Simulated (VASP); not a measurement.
# W3O (Pm-3n) in VASP: single point with PBEsol

Aim: the single point of W3O with PBEsol.

Everything below comes from runs of VASP 6.6.1. Logs are shortened: lines on timing, memory, paths and dates and some standing lists are left out, and cuts for length are marked.

## 1. The cell of the first run

Symmetry: Pm-3n, No. 223, cubic system. The conventional cell has a = 4.831 Å, b = 4.831 Å, c = 4.831 Å, α = 90.00°, β = 90.00°, γ = 90.00°. W (site symmetry -4m2) has 10 W at 2.42 to 2.96 Å and 4 O at 2.70 Å within 3.2 Å. Within 3.6 Å of O (site symmetry m-3) lie 12 W at 2.70 Å.

## 2. Single point, PBEsol

The input, INCAR:

```
SYSTEM = W3O
ALGO = Normal ; EDIFF = 1E-6
ENCUT = 520 ; GGA = PS
ISIF = 2 ; ISMEAR = 0
LASPH = .TRUE. ; LCHARG = .TRUE.
LELF = .TRUE. ; LREAL = .FALSE.
LVHAR = .TRUE. ; LWAVE = .FALSE.
NBANDS = 58 ; NELM = 80
PREC = Accurate ; SIGMA = 0.15
```

The input, KPOINTS:

```
k-points
0
G
  8 8 8
  0 0 0
```

The input, POSCAR:

```
W3O
1.0
    4.8313496660      0.0000000000      0.0000000000
    0.0000000000      4.8313496660      0.0000000000
    0.0000000000      0.0000000000      4.8313496660
W O
6 2
Direct
    0.5000000000      0.7500000000      0.0000000000
    0.0000000000      0.5000000000      0.7500000000
    0.2500000000      0.0000000000      0.5000000000
    0.5000000000      0.2500000000      0.0000000000
    0.0000000000      0.5000000000      0.2500000000
    0.7500000000      0.0000000000      0.5000000000
    0.5000000000      0.5000000000      0.5000000000
    0.0000000000      0.0000000000      0.0000000000
```

Potentials or basis: VASP PAW PBE potentials, release 64 (W_sv, O).

Run with:

```
$ cat potpaw_PBE.64/W_sv/POTCAR potpaw_PBE.64/O/POTCAR > POTCAR
$ mpirun -np 1 vasp_std > vasp.out
```

OUTCAR:

```text
SYSTEM = W3O
   EDIFF = 1E-6
   ENCUT = 520
   GGA = PS
   ISIF = 2
   ISMEAR = 0
   LASPH = .TRUE.
   LREAL = .FALSE.
   NELM = 80
   PREC = Accurate

 ion  position               nearest neighbor table
   1  0.500  0.750  0.000-   4 2.42   4 2.42   8 2.70   7 2.70   7 2.70   8 2.70   6 2.96   3 2.96
                             6 2.96   3 2.96   2 2.96   2 2.96   5 2.96   5 2.96
   2  0.000  0.500  0.750-   5 2.42   5 2.42   8 2.70   7 2.70   8 2.70   7 2.70   4 2.96   1 2.96
                             3 2.96   6 2.96   6 2.96   1 2.96   4 2.96   3 2.96
   3  0.250  0.000  0.500-   6 2.42   6 2.42   8 2.70   8 2.70   7 2.70   7 2.70   4 2.96   4 2.96
                             1 2.96   1 2.96   2 2.96   5 2.96   2 2.96   5 2.96
   4  0.500  0.250  0.000-   1 2.42   1 2.42   8 2.70   7 2.70   7 2.70   8 2.70   6 2.96   3 2.96
                             6 2.96   3 2.96   2 2.96   2 2.96   5 2.96   5 2.96
   5  0.000  0.500  0.250-   2 2.42   2 2.42   8 2.70   7 2.70   8 2.70   7 2.70   3 2.96   4 2.96
                             3 2.96   6 2.96   6 2.96   1 2.96   4 2.96   1 2.96
   6  0.750  0.000  0.500-   3 2.42   3 2.42   8 2.70   8 2.70   7 2.70   7 2.70   4 2.96   1 2.96
                             4 2.96   1 2.96   2 2.96   5 2.96   5 2.96   2 2.96
   7  0.500  0.500  0.500-   1 2.70   2 2.70   3 2.70   4 2.70   5 2.70   6 2.70   1 2.70   4 2.70
                             3 2.70   6 2.70   2 2.70   5 2.70
   8  0.000  0.000  0.000-   1 2.70   2 2.70   3 2.70   4 2.70   5 2.70   6 2.70   3 2.70   6 2.70
                             2 2.70   5 2.70   1 2.70   4 2.70

  LATTYP: Found a simple cubic cell.
 ALAT       =     4.8313496660

  Lattice vectors:

 A1 = (   4.8313496660,   0.0000000000,   0.0000000000)
 A2 = (   0.0000000000,   4.8313496660,   0.0000000000)
 A3 = (   0.0000000000,   0.0000000000,   4.8313496660)

Analysis of symmetry for initial positions (statically):
=====================================================================
 Subroutine PRICEL returns:
 Original cell was already a primitive cell.

 Routine SETGRP: Setting up the symmetry group for a
 simple cubic supercell.

 Subroutine GETGRP returns: Found 48 space group operations
 (whereof 24 operations were pure point group operations)
 out of a pool of 48 trial point group operations.

The static configuration has the point symmetry T_h .
 The point group associated with its full space group is O_h .

Analysis of symmetry for dynamics (positions and initial velocities):
=====================================================================
 Subroutine PRICEL returns:
 Original cell was already a primitive cell.

 Routine SETGRP: Setting up the symmetry group for a
 simple cubic supercell.

 Subroutine GETGRP returns: Found 48 space group operations
 (whereof 24 operations were pure point group operations)
 out of a pool of 48 trial point group operations.

The dynamic configuration has the point symmetry T_h .
 The point group associated with its full space group is O_h .

 Subroutine INISYM returns: Found 48 space group operations
 (whereof 24 operations are pure point group operations),
 and found     1 'primitive' translations

----------------------------------------------------------------------------------------

                                     Primitive cell

  volume of cell :     112.7731

  direct lattice vectors                    reciprocal lattice vectors
     4.831349666  0.000000000  0.000000000     0.206981500  0.000000000  0.000000000
     0.000000000  4.831349666  0.000000000     0.000000000  0.206981500  0.000000000
     0.000000000  0.000000000  4.831349666     0.000000000  0.000000000  0.206981500

  length of vectors
     4.831349666  4.831349666  4.831349666     0.206981500  0.206981500  0.206981500

  position of ions in fractional coordinates (direct lattice)
     0.500000000  0.750000000  0.000000000
     0.000000000  0.500000000  0.750000000
     0.250000000  0.000000000  0.500000000
     0.500000000  0.250000000  0.000000000
     0.000000000  0.500000000  0.250000000
     0.750000000  0.000000000  0.500000000
     0.500000000  0.500000000  0.500000000
     0.000000000  0.000000000  0.000000000

  ion indices of the primitive-cell ions
   primitive index   ion index
                 1           1
                 2           2
                 3           3
                 4           4
                 5           5
                 6           6
                 7           7
                 8           8

----------------------------------------------------------------------------------------

 KPOINTS: k-points

Automatic generation of k-mesh.
 Grid dimensions read from file:
 generate k-points for:    8    8    8

 Generating k-lattice:

  Cartesian coordinates                     Fractional coordinates (reciprocal lattice)
     0.025872687  0.000000000  0.000000000     0.125000000  0.000000000  0.000000000
     0.000000000  0.025872687  0.000000000     0.000000000  0.125000000  0.000000000
     0.000000000  0.000000000  0.025872687     0.000000000  0.000000000  0.125000000

  Length of vectors
     0.025872687  0.025872687  0.025872687

  Shift w.r.t. Gamma in fractional coordinates (k-lattice)
     0.000000000  0.000000000  0.000000000

 Subroutine IBZKPT returns following result:
 ===========================================

 Found     35 irreducible k-points:

 Following reciprocal coordinates:
            Coordinates               Weight
  0.000000  0.000000  0.000000      1.000000
  0.125000  0.000000  0.000000      6.000000
  0.250000  0.000000  0.000000      6.000000
  0.375000  0.000000  0.000000      6.000000
  0.500000  0.000000  0.000000      3.000000
  0.125000  0.125000  0.000000     12.000000
[... 16 lines left out ...]
  0.375000  0.375000  0.125000     24.000000
  0.500000  0.375000  0.125000     24.000000
 [... further k-points ...]
   k-points           NKPTS =     35   k-points in BZ     NKDIM =     35   number of bands    NBANDS=     58
   number of dos      NEDOS =    301   number of ions     NIONS =      8
   total plane-waves  NPLWV =  46656
   dimension x,y,z NGX =    36 NGY =   36 NGZ =   36
   dimension x,y,z NGXF=    72 NGYF=   72 NGZF=   72
   ions per type =               6   2
   NGX,Y,Z   is equivalent  to a cutoff of  12.39, 12.39, 12.39 a.u.
   NGXF,Y,Z  is equivalent  to a cutoff of  24.78, 24.78, 24.78 a.u.
 SYSTEM =  W3O
   PREC   = accura    normal or accurate (medium, high low for compatibility)
   ISTART =      0    job   : 0-new  1-cont  2-samecut
   ICHARG =      2    charge: 1-file 2-atom 10-const
   ISPIN  =      1    spin polarized calculation?
   LNONCOLLINEAR =      F non collinear calculations
   LSORBIT =      F    spin-orbit coupling
   LASPH  =      T    aspherical Exc in radial PAW
   ENCUT  =  520.0 eV  38.22 Ry    6.18 a.u.   8.98  8.98  8.98*2*pi/ulx,y,z
   NELM   =     80;   NELMIN=  2; NELMDL= -5     # of ELM steps
   EDIFF  = 0.1E-05   stopping-criterion for ELM
   LREAL  =      F    real-space projection
   EDIFFG = 0.1E-04   stopping-criterion for IOM
   NSW    =      0    number of steps for IOM
   IBRION =     -1    ionic relax: 0-MD 1-quasi-New 2-CG
   NFREE  =      0    steps in history (QN), initial steepest desc. (CG)
   ISIF   =      2    stress and relaxation
   ISYM   =      2    0-nonsym 1-usesym 2-fastsym
   POTIM  = 0.5000    time-step for ionic-motion
   TEBEG  =    0.0;   TEEND  =   0.0 temperature during run
   PSTRESS=    0.0 pullay stress
   NELECT =      96.0000    total number of electrons
   NUPDOWN=      -1.0000    fix difference up-down
   EMIN   =  10.00;   EMAX   =-10.00  energy-range for DOS
   EFERMI =   0.00;   METHOD = LEGACY
   ISMEAR =     0;   SIGMA  =   0.15  broadening in eV -4-tet -1-fermi 0-gaus
   EFERMI_NEDOS =   21; number of points for ismear=-14 and -15
   IALGO  =     38    algorithm
   IMIX   =      4    mixing-type and parameters
     AMIX     =   0.40;   BMIX     =  1.00
     AMIX_MAG =   1.60;   BMIX_MAG =  1.00
  volume/ion in A,a.u.               =      14.10        95.13
  Fermi-wavevector in a.u.,A,eV,Ry     =   1.551542  2.931989 32.753053  2.407281
  Thomas-Fermi vector in A             =   2.656046
   LORBIT       =      0    0 simple, 1 ext, 2 COOP (PROOUT), +10 PAW based schemes
   GGA     = PS    functional components
   LHFCALC =     F    Hartree Fock is set to
   AEXX    =    0.0000 exact exchange contribution
   IVDW    =     0    specifies the selected vdW correction
   LEPSILON=     F    determine dielectric tensor
   LRPA    =     F    only Hartree local field effects (RPA)
 non-spin polarized calculation
 Gauss-broadening in eV      SIGMA  =   0.15
  energy-cutoff  :      520.00
  volume of cell :      112.77
 maximum number of plane-waves:      3060
 NGX is ok and might be reduce to    36
   NGX = 17   NGY = 17   NGZ = 17

 number of electron      95.9999960 magnetization

 Free energy of the ion-electron system (eV)
  ---------------------------------------------------
  ext. energy  EPLUGINS =         0.00000000
  ---------------------------------------------------
  free energy    TOTEN  =       -86.55637764 eV

  energy without entropy =      -86.47963997  energy(sigma->0) =      -86.51800880

 E-fermi :  10.0908     XC(G=0): -13.4050

 val. band max:       10.0743057362   @ k =   0.3750   0.2500   0.0000
 cond. band min:      10.0920328950   @ k =   0.1250   0.1250   0.0000
 fundamental gap:      0.0177271588
 Fermi energy:        10.0907849129

 k-point     1 :       0.0000    0.0000    0.0000
  band No.  band energies     occupation
      1     -64.1030      2.00000
      2     -64.0369      2.00000
      3     -64.0369      2.00000
      4     -63.8009      2.00000
      5     -63.8009      2.00000
      6     -63.8009      2.00000
[... 50 lines left out ...]
     57      13.5796      0.00000
     58      14.1231      0.00000

 k-point     2 :       0.1250    0.0000    0.0000
  band No.  band energies     occupation
      1     -64.0983      2.00000
      2     -64.0387      2.00000
      3     -64.0302      2.00000
      4     -63.8107      2.00000
      5     -63.8009      2.00000
      6     -63.8009      2.00000
[... 1337 lines left out ...]
      2     -63.9857      2.00000
      3     -63.9305      2.00000
      4     -63.9282      2.00000
      5     -63.8788      2.00000
      6     -63.8109      2.00000
[... 50 lines left out ...]
     57      12.5037      0.00000
     58      12.6067      0.00000

 [... further k-points ...]

------------------------ aborting loop because EDIFF is reached ----------------------------------------

  FORCE on cell =-STRESS in cart. coord.  units (eV):
  Direction    XX          YY          ZZ          XY          YZ          ZX
  --------------------------------------------------------------------------------------
  -------------------------------------------------------------------------------------
  Total        0.7036063      0.7036063      0.7036063      0.0000000      0.0000000     -0.0000000
  in kB        9.9961994      9.9961994      9.9961994      0.0000000      0.0000000     -0.0000000
  external PRESSURE =       9.9961994 kB  Pullay stress =       0.0000000 kB

 VOLUME and BASIS-vectors are now :
 -----------------------------------------------------------------------------
  energy-cutoff  :      520.00
  volume of cell :      112.77
      direct lattice vectors                 reciprocal lattice vectors
     4.831349666  0.000000000  0.000000000     0.206981500  0.000000000  0.000000000
     0.000000000  4.831349666  0.000000000     0.000000000  0.206981500  0.000000000
     0.000000000  0.000000000  4.831349666     0.000000000  0.000000000  0.206981500

 POSITION                                       TOTAL-FORCE (eV/Angst)
 -----------------------------------------------------------------------------------
      2.41567      3.62351      0.00000        -0.000000     -0.000000      0.000000
      0.00000      2.41567      3.62351        -0.000000     -0.000000     -0.000000
      1.20784      0.00000      2.41567        -0.000000      0.000000      0.000000
      2.41567      1.20784      0.00000         0.000000      0.000000     -0.000000
      0.00000      2.41567      1.20784        -0.000000      0.000000     -0.000000
      3.62351      0.00000      2.41567         0.000000     -0.000000     -0.000000
      2.41567      2.41567      2.41567        -0.000000      0.000000     -0.000000
      0.00000      0.00000      0.00000        -0.000000      0.000000     -0.000000
 -----------------------------------------------------------------------------------
    total drift:                                0.000000      0.000000     -0.000000

  FREE ENERGIE OF THE ION-ELECTRON SYSTEM (eV)
  ---------------------------------------------------
  free  energy   TOTEN  =       -86.5563776414 eV

  energy  without entropy=      -86.4796399657  energy(sigma->0) =      -86.51800880
```

It took 6 min on 1 thread of AMD EPYC 7R43 (Zen 3), shared host; peak memory 0.26 GiB.

Results:

| Item | Value |
| --- | --- |
| Free energy | -86.5564 eV |
| Pressure | 1.0 GPa |
| Band gap on the k mesh | zero (band 48 reaches 10.54 eV, above the bottom of band 49 at 9.59 eV) |

Levels at points of the mesh, in eV from the Fermi level:
```tsv
k point	band 46	band 47	band 48	band 49	band 50	band 51
(0.00, 0.00, 0.00)	-0.72	0.13	0.13	0.13	1.42	1.42
(0.50, 0.00, 0.00)	-0.90	0.45	0.45	0.46	0.46	1.08
(0.50, 0.50, 0.00)	-0.34	-0.32	-0.32	-0.18	-0.18	-0.12
(0.50, 0.50, 0.50)	-1.04	-1.04	-1.04	-0.22	-0.22	0.67
```

Caveat: the PAW data sets were made with another functional, which shifts forces and pressure a little; spin-orbit coupling is left out, which moves the levels of the heavy elements.
